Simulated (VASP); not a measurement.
A run of VASP 6.6.1 is set up as follows.

INCAR

```
SYSTEM = Hf5F3
  ALGO = Normal
  EDIFF = 1E-7
  ENCUT = 520
  GGA = PE
  ISIF = 2
  ISMEAR = 0
  LASPH = .TRUE.
  LCHARG = .FALSE.
  LREAL = .FALSE.
  LWAVE = .FALSE.
  NBANDS = 46
  NELM = 100
  PREC = Accurate
  SIGMA = 0.1
```

Contents of KPOINTS:

```
k-points
0
G
  8 8 8
  0 0 0
```

The input POSCAR:

```
Hf5F3
1.0
   -3.3101783700      3.3101783700      3.3101783700
    3.3101783700     -3.3101783700      3.3101783700
    3.3101783700      3.3101783700     -3.3101783700
Hf F
5 3
Direct
    0.0000000000      0.0000000000      0.0000000000
    0.0000000000      0.0000000000      0.5000000000
    0.0000000000      0.5000000000      0.0000000000
    0.5000000000      0.0000000000      0.0000000000
    0.5000000000      0.5000000000      0.5000000000
    0.0000000000      0.5000000000      0.5000000000
    0.5000000000      0.5000000000      0.0000000000
    0.5000000000      0.0000000000      0.5000000000
```

Potentials or basis: VASP PAW PBE potentials, release 64 (Hf_pv, F).

Command:

```bash
$ cat potpaw_PBE.64/Hf_pv/POTCAR potpaw_PBE.64/F/POTCAR > POTCAR
$ mpirun -np 1 vasp_std > vasp.out
```

**Question.** Predict the pressure.

**Answer.** -0.6 GPa.

Caveat: an odd number of electrons without spin polarisation forces a metal; a magnetic or distorted state may lie lower.
